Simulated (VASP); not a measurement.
Write the native input for VASP 6.6.1 that does the following.

```
Task                   : single point
Functional             : PBE
Potentials or basis    : VASP PAW PBE potentials, release 64 (Al, In_d, As)
Cutoff                 : 500 eV
k mesh                 : 6 × 6 × 6
Occupations            : gaussian, width 0.01 eV
Spin                   : no spin polarisation
Dipole correction      : no
Further INCAR settings : ALGO = Normal; EDIFF = 1e-06; NBANDS = 56
```

The structure of AlIn2As3 lies in POSCAR:

```
AlIn2As3
1.0
    6.3731986036     -3.6814179532      0.0000000000
    6.3731986036      3.6814179532      0.0000000000
    0.0000000000      0.0000000000      6.9822834489
Al In As
2 4 6
Direct
    0.1612450269      0.8387549731      0.4993742463
    0.8387549731      0.1612450269      0.9993742463
    0.8334559681      0.4940217867      0.5005228196
    0.1665440319      0.5059782133      0.0005228196
    0.4940217867      0.8334559681      0.0005228196
    0.5059782133      0.1665440319      0.5005228196
    0.8333819181      0.4820938811      0.8836477643
    0.1666180819      0.5179061189      0.3836477643
    0.1478170498      0.8521829502      0.8572845856
    0.8521829502      0.1478170498      0.3572845856
    0.4820938811      0.8333819181      0.3836477643
    0.5179061189      0.1666180819      0.8836477643
```

The input as run:

INCAR

```
PREC     = Accurate       # precision mode
ENCUT    = 500            # plane-wave cutoff, eV
EDIFF    = 1E-6           # SCF threshold, eV
ISMEAR   = 0              # smearing method
SIGMA    = 0.01           # smearing width, eV
LREAL    = False          # projectors in reciprocal space
LASPH    = True           # aspherical terms in the spheres
NELM     = 120            # most SCF steps
ALGO     = Normal         # electronic algorithm
ISIF     = 2              # what is computed and relaxed
LWAVE    = False          # write WAVECAR
LCHARG   = False          # write CHGCAR
GGA      = PE             # functional
NBANDS   = 56             # bands
GGA_COMPAT= False
```

KPOINTS

```
regular mesh
0
Gamma
  6 6 6
```

Potentials or basis: VASP PAW PBE potentials, release 64 (Al, In_d, As).

The run is started by

```bash
$ cat potpaw_PBE.64/Al/POTCAR potpaw_PBE.64/In_d/POTCAR potpaw_PBE.64/As/POTCAR > POTCAR
$ mpirun -np 1 vasp_std > vasp.out
```

Results of the run:

```yaml
Pressure: 0.1 GPa
Largest_force: 0.004 eV/Å
Band_gap_on_the_k_mesh: 0.23 eV
```

Caveat: semilocal functionals underestimate gaps, and a narrow one can read as zero; spin-orbit coupling is left out, which moves the levels of the heavy elements.

Run time: 20 min on 1 thread of AMD EPYC 7R43 64-Core Processor (Zen 3) (shared host), peak memory 0.82 GiB.
